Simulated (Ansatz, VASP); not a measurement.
BaTiO3: VASP beside Ansatz

```
CELL_PARAMETERS angstrom
2.84000 1.63967 2.26864
-2.84000 1.63967 2.26864
0.00000 -3.27935 2.26864
ATOMIC_POSITIONS crystal
Ba 0.99890 0.99890 0.99890
Ti 0.48810 0.48810 0.48810
O 0.50816 0.50816 0.01587
O 0.01587 0.50816 0.50816
O 0.50816 0.01587 0.50816
```

Change from the starting cell: uniaxial_z strain -2.7%.

Alike in both runs: task single point; functional r2SCAN; k mesh 6 × 6 × 6; no spin polarisation.

|  | VASP | Ansatz |
| --- | --- | --- |
| version | VASP 6.6.1 | Ansatz 0.2.0 |
| potentials or method | VASP PAW PBE potentials, release 64 (Ba_sv, Ti_sv, O) | plane waves, PAW |
| plane-wave cutoff (eV) | 520 | 500 |
| occupations | gaussian, width 0.01 eV | fixed |
| valence electrons in the cell | 40 | 40 |

Ansatz gave:

```
gap on the k mesh at the Fermi level (eV)                     : 2.64
pressure (GPa)                                                : 3.2
traceless stress, the component that is largest in VASP (GPa) : 4.20
rms of the force components (eV/Å)                            : 0.000
```

Question: What did VASP give for the same quantities?

Answer: gap on the k mesh at the Fermi level (eV): 2.62; pressure (GPa): 5.3; traceless stress, the component that is largest in VASP (GPa): 4.27; rms of the force components (eV/Å): 0.053.

VASP's potentials were made for PBE, not for r2SCAN. Atom by atom the forces differ by 0.053 eV/Å (rms over components).

Spin-orbit coupling is off throughout.
